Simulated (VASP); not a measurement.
Write the native input for VASP 6.6.1 that does the following.

```
Task                   : single point
Functional             : PBEsol
Potentials or basis    : VASP PAW PBE potentials, release 64 (W_sv)
Cutoff                 : 520 eV
k mesh                 : 36 × 36 × 36
Occupations            : methfessel-paxton, width 0.1 eV
Spin                   : no spin polarisation
Dipole correction      : no
Further INCAR settings : ALGO = Normal; EDIFF = 1e-06; NBANDS = 13
```

The structure of W lies in POSCAR:

```
W
1.0
   -1.5771316950      1.5771316950      1.5771316950
    1.5771316950     -1.5771316950      1.5771316950
    1.5771316950      1.5771316950     -1.5771316950
W
1
Direct
    0.0000000000      0.0000000000      0.0000000000
```

These files were run (other wordings do the same):

INCAR

```
SYSTEM = W
ALGO     = Normal         ! electronic algorithm
EDIFF    = 1E-6           ! SCF threshold, eV
ENCUT    = 520            ! plane-wave cutoff, eV
GGA      = PS             ! functional
ISIF     = 2              ! what is computed and relaxed
ISMEAR   = 1              ! smearing method
LASPH    = .TRUE.         ! aspherical terms in the spheres
LCHARG   = .TRUE.         ! write CHGCAR
LELF     = .TRUE.         ! ELF
LREAL    = .FALSE.        ! projectors in reciprocal space
LVHAR    = .TRUE.       
LWAVE    = .FALSE.        ! write WAVECAR
NBANDS   = 13             ! bands
NELM     = 80             ! most SCF steps
PREC     = Accurate       ! precision mode
SIGMA    = 0.1            ! smearing width, eV
```

KPOINTS

```
k-points
0
G
  36 36 36
  0 0 0
```

Potentials or basis: VASP PAW PBE potentials, release 64 (W_sv).

Command:

```console
$ cat potpaw_PBE.64/W_sv/POTCAR > POTCAR
$ mpirun -np 1 vasp_std > vasp.out
```

It gave:

The pressure is 0.6 GPa. The band gap on the k mesh is zero (band 7 reaches 16.67 eV, above the bottom of band 8 at 10.17 eV).

Caveat: the PAW data sets were made with another functional, which shifts forces and pressure a little; spin-orbit coupling is left out, which moves the levels of the heavy elements.

It took 87 s on 1 thread of Intel Xeon 6975P-C, with other jobs on the host, peak memory 0.33 GiB.
